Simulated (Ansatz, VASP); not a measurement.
## SnTe: VASP beside Ansatz

```
Sn Te
1.0
     0.00000    3.18518    3.18518
     3.18518    0.00000    3.18518
     3.18518    3.18518    0.00000
Sn Te
1 1
Direct
  0.00000 0.00000 0.00000
  0.50000 0.50000 0.50000
```

Alike in both runs: functional r2SCAN; k mesh 14 × 14 × 14; occupations fermi-dirac, width 0.08 eV; no spin polarisation.

Ansatz relaxed the structure, and its values are those at the end. VASP's run is a single point on that final structure, the one shown.

|  | VASP | Ansatz |
| --- | --- | --- |
| version | VASP 6.6.1 | Ansatz 0.2.0 |
| potentials or method | VASP PAW PBE potentials, release 64 (Sn_d, Te) | PAW with Ansatz's default frozen-core files, scalar-relativistic |
| plane-wave cutoff (eV) | 520 | 500 |
| valence electrons in the cell | 20 | 30 |

|  | VASP | Ansatz | Ansatz less VASP |
| --- | --- | --- | --- |
| pressure (GPa) | 0.0 | 0.0 | -0.01 |

VASP's potentials were made for PBE, not for r2SCAN. VASP's potentials hold 20 valence electrons a cell and Ansatz's 30, so a difference there can come from the potentials and not from the codes.

Spin-orbit coupling is off throughout.
